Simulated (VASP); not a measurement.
Wanted: the native input for a VASP 6.6.1 run.

```yaml
Task: single point
Functional: PBE
Potentials_or_basis: VASP PAW PBE potentials, release 64 (Mg, Pb_d, Br)
Cutoff: 520 eV
k_mesh: 8 × 8 × 8
Occupations: gaussian, width 0.1 eV
Spin: no spin polarisation
Dipole_correction: no
Further_INCAR_settings: ALGO = Normal; EDIFF = 1e-06; NBANDS = 26
```

The structure of MgPbBr3 lies in POSCAR:

```
MgPbBr3
1.0
    5.2796014422      0.0000000000      0.0000000000
    0.0000000000      5.2796014422      0.0000000000
    0.0000000000      0.0000000000      5.2796014422
Mg Pb Br
1 1 3
Direct
    0.5000000000      0.5000000000      0.5000000000
    0.0000000000      0.0000000000      0.0000000000
    0.0000000000      0.5000000000      0.5000000000
    0.5000000000      0.0000000000      0.5000000000
    0.5000000000      0.5000000000      0.0000000000
```

The input as run:

INCAR

```
SYSTEM = MgPbBr3
  PREC = Accurate
  ENCUT = 520
  EDIFF = 1E-6
  ISMEAR = 0
  SIGMA = 0.1
  LREAL = .False.
  LASPH = .True.
  NELM = 80
  ALGO = Normal
  ISIF = 2
  LWAVE = .False.
  LCHARG = .False.
  GGA = PE
  NBANDS = 26
```

KPOINTS

```
Automatic mesh
0
Gamma
  8 8 8
  0 0 0
```

Potentials or basis: VASP PAW PBE potentials, release 64 (Mg, Pb_d, Br).

The run is started by

```sh
$ cat potpaw_PBE.64/Mg/POTCAR potpaw_PBE.64/Pb_d/POTCAR potpaw_PBE.64/Br/POTCAR > POTCAR
$ mpirun -np 1 vasp_std > vasp.out
```

Results of the run:

```json
{
  "Pressure": "-0.1 GPa"
}
```

Caveat: an odd number of electrons without spin polarisation forces a metal; a magnetic or distorted state may lie lower.

Wall time 69 s on 1 thread of Intel(R) Xeon(R) Platinum 8559C (Emerald Rapids), with other jobs on the host, peak memory 0.33 GiB.
